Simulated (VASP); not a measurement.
A run of VASP 6.6.1:

File POSCAR:

```
TaN
1.0
    0.0000000000      2.2113230000      2.2113230000
    2.2113230000      0.0000000000      2.2113230000
    2.2113230000      2.2113230000      0.0000000000
Ta N
1 1
Direct
    0.5000000000      0.5000000000      0.5000000000
    0.0000000000      0.0000000000      0.0000000000
```

The input INCAR.step1:

```
SYSTEM = TaN
PREC     = Accurate       ! precision mode
ENCUT    = 520            ! plane-wave cutoff, eV
ISMEAR   = -1             ! smearing method
SIGMA    = 0.05           ! smearing width, eV
LREAL    = .False.        ! projectors in reciprocal space
LASPH    = .True.         ! aspherical terms in the spheres
NELM     = 150            ! most SCF steps
LMAXMIX  = 4              ! l up to which the mixer works
LDAU     = .True.         ! DFT+U
LDAUTYPE = 2            
LDAUL    = 2 -1           ! shell
LDAUU    = 5 0            ! U, eV
LDAUJ    = 0 0          
NBANDS   = 15             ! bands
GGA      = PE             ! functional
ALGO     = Normal         ! electronic algorithm
EDIFF    = 1E-4           ! SCF threshold, eV
LWAVE    = .True.         ! write WAVECAR
LCHARG   = .False.        ! write CHGCAR
```

INCAR.step2

```
SYSTEM = TaN
PREC     = Accurate       ! precision mode
ENCUT    = 520            ! plane-wave cutoff, eV
EDIFF    = 1E-6           ! SCF threshold, eV
ISMEAR   = -1             ! smearing method
SIGMA    = 0.05           ! smearing width, eV
LREAL    = .False.        ! projectors in reciprocal space
LASPH    = .True.         ! aspherical terms in the spheres
NELM     = 150            ! most SCF steps
ALGO     = Normal         ! electronic algorithm
ISIF     = 2              ! what is computed and relaxed
LWAVE    = .False.        ! write WAVECAR
LCHARG   = .True.         ! write CHGCAR
LMAXMIX  = 4              ! l up to which the mixer works
LDAU     = .True.         ! DFT+U
LDAUTYPE = 2            
LDAUL    = 2 -1           ! shell
LDAUU    = 5 0            ! U, eV
LDAUJ    = 0 0          
LDAUPRINT= 1            
METAGGA  = R2SCAN         ! meta-GGA
LMIXTAU  = .True.       
LELF     = .True.         ! ELF
LVHAR    = .True.       
NBANDS   = 15             ! bands
ISTART   = 1
```

File KPOINTS:

```
Automatic mesh
0
Gamma
  10 10 10
  0 0 0
```

Potentials or basis: VASP PAW PBE potentials, release 64 (Ta_pv, N).

Run with:

```bash
$ cat potpaw_PBE.64/Ta_pv/POTCAR potpaw_PBE.64/N/POTCAR > POTCAR
$ cp INCAR.step1 INCAR
$ mpirun -np 1 vasp_std > vasp.out
$ cp INCAR.step2 INCAR
$ mpirun -np 1 vasp_std > vasp.out
```

Hardware: 1 thread of Intel Xeon 6975P-C (shared host).

Problem. Estimate the wall time of this run.

Solution. Run time: 22 s on 1 thread of Intel Xeon 6975P-C (shared host), peak memory 0.15 GiB. Counts: k points 47.
